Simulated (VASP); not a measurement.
# InSb (Pmmn) in VASP: notebook

Runs on InSb. Level: LDA. Tasks: electric field gradients.

All numbers are computed with VASP 6.6.1; they aren't measurements. Logs are shortened: lines on timing, memory, paths and dates and some standing lists are left out, and cuts for length are marked.

## Step 1: The cell of the first run

The structure is orthorhombic, space group Pmmn (No. 59). The conventional cell has a = 5.196 Å, b = 5.541 Å, c = 3.063 Å, α = 90.00°, β = 90.00°, γ = 90.00°. In (site symmetry mm2) has 4 Sb at 2.65 to 2.82 Å and 2 In at 3.06 Å within 3.5 Å. Within 3.5 Å of Sb (site symmetry mm2) lie 4 In at 2.65 to 2.82 Å and 2 Sb at 3.06 Å.

## Step 2: Electric field gradients, LDA (equal xx and yy strain of -3 %)

INCAR reads:

```
ALGO = Normal ; EDIFF = 1E-8
ENCUT = 520 ; ISIF = 2
ISMEAR = -1 ; LASPH = True
LCHARG = False ; LEFG = True
LREAL = False ; LWAVE = False
NBANDS = 26 ; NELM = 100
PREC = Accurate ; SIGMA = 0.08
```

KPOINTS reads:

```
k-points
0
Gamma
  6 6 11
```

POSCAR reads:

```
InSb
1.0
    5.1962900000      0.0000000000      0.0000000000
    0.0000000000      5.5406400000      0.0000000000
    0.0000000000      0.0000000000      3.0630000000
In Sb
2 2
Direct
    0.0000000000      0.0000000000      0.0000000000
    0.5000000000      0.5000000000      0.0000000000
    0.5000000000      0.0000000000      0.8350000000
    0.0000000000      0.5000000000      0.1650000000
```

Potentials or basis: VASP PAW LDA potentials, release 64 (In_d, Sb).

Launch:

```
$ cat potpaw_LDA.64/In_d/POTCAR potpaw_LDA.64/Sb/POTCAR > POTCAR
$ mpirun -np 1 vasp_std > vasp.out
```

OUTCAR:

```text
EDIFF = 1E-8
   ENCUT = 520
   ISIF = 2
   ISMEAR = -1
   LASPH = True
   LREAL = False
   NELM = 100
   PREC = Accurate

 ion  position               nearest neighbor table
   1  0.000  0.000  0.000-   3 2.65   3 2.65   4 2.82   4 2.82   3 3.65   3 3.65   4 3.77   4 3.77
                             2 3.80   2 3.80   2 3.80   2 3.80
   2  0.500  0.500  0.000-   4 2.65   4 2.65   3 2.82   3 2.82   4 3.65   4 3.65   3 3.77   3 3.77
                             1 3.80   1 3.80   1 3.80   1 3.80
   3  0.500  0.000  0.835-   1 2.65   1 2.65   2 2.82   2 2.82   1 3.65   1 3.65   2 3.77   2 3.77

   4  0.000  0.500  0.165-   2 2.65   2 2.65   1 2.82   1 2.82   2 3.65   2 3.65   1 3.77   1 3.77

  LATTYP: Found a simple orthorhombic cell.
 ALAT       =     3.0630000000
 B/A-ratio  =     1.6964707803
 C/A-ratio  =     1.8088932419

  Lattice vectors:

 A1 = (   0.0000000000,   0.0000000000,   3.0630000000)
 A2 = (   5.1962900000,   0.0000000000,   0.0000000000)
 A3 = (   0.0000000000,   5.5406400000,   0.0000000000)

Analysis of symmetry for initial positions (statically):
=====================================================================
 Subroutine PRICEL returns:
 Original cell was already a primitive cell.

 Routine SETGRP: Setting up the symmetry group for a
 simple orthorhombic supercell.

 Subroutine GETGRP returns: Found  8 space group operations
 (whereof  4 operations were pure point group operations)
 out of a pool of  8 trial point group operations.

The static configuration has the point symmetry C_2v.
 The point group associated with its full space group is D_2h.

Analysis of symmetry for dynamics (positions and initial velocities):
=====================================================================
 Subroutine PRICEL returns:
 Original cell was already a primitive cell.

 Routine SETGRP: Setting up the symmetry group for a
 simple orthorhombic supercell.

 Subroutine GETGRP returns: Found  8 space group operations
 (whereof  4 operations were pure point group operations)
 out of a pool of  8 trial point group operations.

The dynamic configuration has the point symmetry C_2v.
 The point group associated with its full space group is D_2h.

 Subroutine INISYM returns: Found  8 space group operations
 (whereof  4 operations are pure point group operations),
 and found     1 'primitive' translations

----------------------------------------------------------------------------------------

                                     Primitive cell

  volume of cell :      88.1861

  direct lattice vectors                    reciprocal lattice vectors
     5.196290000  0.000000000  0.000000000     0.192444994  0.000000000  0.000000000
     0.000000000  5.540640000  0.000000000     0.000000000  0.180484565  0.000000000
     0.000000000  0.000000000  3.063000000     0.000000000  0.000000000  0.326477310

  length of vectors
     5.196290000  5.540640000  3.063000000     0.192444994  0.180484565  0.326477310

  position of ions in fractional coordinates (direct lattice)
     0.000000000  0.000000000  0.000000000
     0.500000000  0.500000000  0.000000000
     0.500000000  0.000000000  0.835000000
     0.000000000  0.500000000  0.165000000

  ion indices of the primitive-cell ions
   primitive index   ion index
                 1           1
                 2           2
                 3           3
                 4           4

----------------------------------------------------------------------------------------

 KPOINTS: k-points

Automatic generation of k-mesh.
 Grid dimensions read from file:
 generate k-points for:    6    6   11

 Generating k-lattice:

  Cartesian coordinates                     Fractional coordinates (reciprocal lattice)
     0.032074166  0.000000000  0.000000000     0.166666667  0.000000000  0.000000000
     0.000000000  0.030080761  0.000000000     0.000000000  0.166666667  0.000000000
     0.000000000  0.000000000  0.029679755     0.000000000  0.000000000  0.090909091

[... 46 lines left out ...]
 SYSTEM =  unknown system
   PREC   = accura    normal or accurate (medium, high low for compatibility)
   ISTART =      0    job   : 0-new  1-cont  2-samecut
   ICHARG =      2    charge: 1-file 2-atom 10-const
   ISPIN  =      1    spin polarized calculation?
   LNONCOLLINEAR =      F non collinear calculations
   LSORBIT =      F    spin-orbit coupling
   LASPH  =      T    aspherical Exc in radial PAW
   ENCUT  =  520.0 eV  38.22 Ry    6.18 a.u.   9.66 10.30  5.70*2*pi/ulx,y,z
   NELM   =    100;   NELMIN=  2; NELMDL= -5     # of ELM steps
   EDIFF  = 0.1E-07   stopping-criterion for ELM
   LREAL  =      F    real-space projection
   EDIFFG = 0.1E-06   stopping-criterion for IOM
   NSW    =      0    number of steps for IOM
   IBRION =     -1    ionic relax: 0-MD 1-quasi-New 2-CG
   NFREE  =      0    steps in history (QN), initial steepest desc. (CG)
   ISIF   =      2    stress and relaxation
   ISYM   =      2    0-nonsym 1-usesym 2-fastsym
   POTIM  = 0.5000    time-step for ionic-motion
   TEBEG  =    0.0;   TEEND  =   0.0 temperature during run
   PSTRESS=    0.0 pullay stress
   NELECT =      36.0000    total number of electrons
   NUPDOWN=      -1.0000    fix difference up-down
   EMIN   =  10.00;   EMAX   =-10.00  energy-range for DOS
   EFERMI =   0.00;   METHOD = LEGACY
   ISMEAR =    -1;   SIGMA  =   0.08  broadening in eV -4-tet -1-fermi 0-gaus
   EFERMI_NEDOS =   21; number of points for ismear=-14 and -15
   IALGO  =     38    algorithm
   IMIX   =      4    mixing-type and parameters
     AMIX     =   0.40;   BMIX     =  1.00
     AMIX_MAG =   1.60;   BMIX_MAG =  1.00
  volume/ion in A,a.u.               =      22.05       148.78
  Fermi-wavevector in a.u.,A,eV,Ry     =   1.214439  2.294956 20.066704  1.474861
  Thomas-Fermi vector in A             =   2.349858
   LORBIT       =      0    0 simple, 1 ext, 2 COOP (PROOUT), +10 PAW based schemes
   GGA     = CA    functional components
   LHFCALC =     F    Hartree Fock is set to
   AEXX    =    0.0000 exact exchange contribution
   IVDW    =     0    specifies the selected vdW correction
   LEPSILON=     F    determine dielectric tensor
   LRPA    =     F    only Hartree local field effects (RPA)
 non-spin polarized calculation
  energy-cutoff  :      520.00
  volume of cell :       88.19
 maximum number of plane-waves:      2398
 NGX is ok and might be reduce to    40
   NGX = 19   NGY = 21   NGZ = 11

 number of electron      35.9999997 magnetization

 Free energy of the ion-electron system (eV)
  ---------------------------------------------------
  ext. energy  EPLUGINS =         0.00000000
  ---------------------------------------------------
  free energy    TOTEN  =       -14.76069535 eV

  energy without entropy =      -14.72428158  energy(sigma->0) =      -14.74248847

 E-fermi :  10.2684     XC(G=0): -11.2091

 val. band max:       10.2670074584   @ k =   0.5000   0.5000   0.1818
 cond. band min:      10.2733454352   @ k =   0.1667   0.3333   0.4545
 fundamental gap:      0.0063379769
 Fermi energy:        10.2684346576

 k-point     1 :       0.0000    0.0000    0.0000
  band No.  band energies     occupation
      1      -5.2981      2.00000
      2      -5.1857      2.00000
      3      -4.9880      2.00000
      4      -4.8396      2.00000
      5      -4.7986      2.00000
      6      -4.6257      2.00000
[... 685 lines left out ...]
     25      17.3206      0.00000
     26      17.3206      0.00000

 [... further k-points ...]

------------------------ aborting loop because EDIFF is reached ----------------------------------------

  FORCE on cell =-STRESS in cart. coord.  units (eV):
  Direction    XX          YY          ZZ          XY          YZ          ZX
  --------------------------------------------------------------------------------------
  -------------------------------------------------------------------------------------
  Total       19.9416813      9.2900447      4.3508062      0.0000000      0.0000000      0.0000000
  in kB      362.3030948    168.7827565     79.0460202      0.0000000      0.0000000      0.0000000
  external PRESSURE =     203.3772905 kB  Pullay stress =       0.0000000 kB

 VOLUME and BASIS-vectors are now :
 -----------------------------------------------------------------------------
  energy-cutoff  :      520.00
  volume of cell :       88.19
      direct lattice vectors                 reciprocal lattice vectors
     5.196290000  0.000000000  0.000000000     0.192444994  0.000000000  0.000000000
     0.000000000  5.540640000  0.000000000     0.000000000  0.180484565  0.000000000
     0.000000000  0.000000000  3.063000000     0.000000000  0.000000000  0.326477310

 POSITION                                       TOTAL-FORCE (eV/Angst)
 -----------------------------------------------------------------------------------
      0.00000      0.00000      0.00000         0.000000      0.000000      0.352127
      2.59815      2.77032      0.00000         0.000000      0.000000     -0.352127
      2.59815      0.00000      2.55761         0.000000      0.000000     -0.962307
      0.00000      2.77032      0.50539         0.000000      0.000000      0.962307
 -----------------------------------------------------------------------------------
    total drift:                               -0.000000      0.000000     -0.000000

  FREE ENERGIE OF THE ION-ELECTRON SYSTEM (eV)
  ---------------------------------------------------
  free  energy   TOTEN  =       -14.7606953483 eV

  energy  without entropy=      -14.7242815830  energy(sigma->0) =      -14.74248847

 Electric field gradients (V/A^2)
---------------------------------------------------------------------
 ion       V_xx      V_yy      V_zz      V_xy      V_xz      V_yz
---------------------------------------------------------------------
   1    -101.287     8.980    92.308     0.000    -0.000     0.000
   2    -101.287     8.980    92.308    -0.000     0.000     0.000
   3     -94.456   -61.743   156.198    -0.000     0.000    -0.000
   4     -94.456   -61.743   156.198     0.000     0.000    -0.000
---------------------------------------------------------------------

 Electric field gradients after diagonalization (V/A^2)
 (convention: |V_zz| > |V_xx| > |V_yy|)
----------------------------------------------------------------------
 ion       V_xx      V_yy      V_zz     asymmetry (V_yy - V_xx)/ V_zz
----------------------------------------------------------------------
   1      92.308     8.980  -101.287       0.823
   2      92.308     8.980  -101.287       0.823
   3     -94.456   -61.743   156.198       0.209
   4     -94.456   -61.743   156.198       0.209
----------------------------------------------------------------------

           NMR quadrupolar parameters

 Cq : quadrupolar parameter    Cq=e*Q*V_zz/h
 eta: asymmetry parameters     (V_yy - V_xx)/ V_zz
 Q  : nuclear electric quadrupole moment in mb (millibarn)
----------------------------------------------------------------------
 ion       Cq(MHz)       eta       Q (mb)
----------------------------------------------------------------------
   1      -0.245       0.823       1.000
   2      -0.245       0.823       1.000
   3       0.378       0.209       1.000
   4       0.378       0.209       1.000
----------------------------------------------------------------------
```

Run time: 3.7 min. Hardware: 1 thread of Intel Xeon 8259CL, shared host; peak memory 0.31 GiB.

What came out:

```
Free energy                             : -14.7607 eV
Pressure                                : 20.3 GPa
Largest force                           : 0.962 eV/Å
Band gap on the k mesh                  : zero (bands 18 and 19 overlap by 3.84 eV)
Largest electric field gradient by atom : In -101.3; Sb +156.2 V/Å²
```

Forces in eV/Å, atoms in the order of the input:
```
In   0.000  0.000  0.352
In   0.000  0.000 -0.352
Sb   0.000  0.000 -0.962
Sb   0.000  0.000  0.962
```

Electric field gradients, principal values (V/Å²):
```tsv
atom	least	middle	greatest (by size)
1 In	8.980	92.308	-101.287
2 In	8.980	92.308	-101.287
3 Sb	-61.743	-94.456	156.198
4 Sb	-61.743	-94.456	156.198
```

Caveat: the cell differs from its parent crystal (equal xx and yy strain of -3 %); the cell stands under pressure; without QUAD_EFG the Cq values of the log hold for a quadrupole moment of 1 mb, not for the nuclei; spin-orbit coupling is left out, which moves the levels of the heavy elements.

(Continued in part 2 of 3.)
